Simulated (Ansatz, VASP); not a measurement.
**One calculation of TaN, two programs**

```xyz
2
Lattice="0.0000 2.1790 2.1790 2.1572 0.0000 2.1790 2.1572 2.1790 0.0000" Properties=species:S:1:pos:R:3 pbc="T T T"
Ta    2.1572    2.1790    2.1790
N     0.0000    0.0000    0.0000
```

Change from the starting cell: strain -0.0100 x Voigt [1, 0, 0, 0, 0, 0], atoms carried along.

Alike in both runs: task single point; functional PBEsol; k mesh 18 × 18 × 18; occupations gaussian, width 0.15 eV; no spin polarisation.

|  | VASP | Ansatz |
| --- | --- | --- |
| version | VASP 6.6.1 | Ansatz 0.2.0 |
| potentials or method | VASP PAW PBE potentials, release 64 (Ta_pv, N), cutoff 520 eV | scalar-relativistic, plane waves, PAW |
| valence electrons in the cell | 16 | 18 |

|  | VASP | Ansatz | Ansatz less VASP |
| --- | --- | --- | --- |
| gap on the k mesh at the Fermi level (eV) | none | none | - |
| pressure (GPa) | 9.5 | 8.4 | -1.13 |
| traceless stress, the component that is largest in VASP (GPa) | 4.82 | 4.79 | -0.039 |

VASP's potentials were made for PBE, not for PBEsol. A gap of «none» marks a metal or a gap that the smearing closes. VASP's potentials hold 16 valence electrons a cell and Ansatz's 18, so a difference there can come from the potentials and not from the codes.

Neither program's run includes spin-orbit coupling.
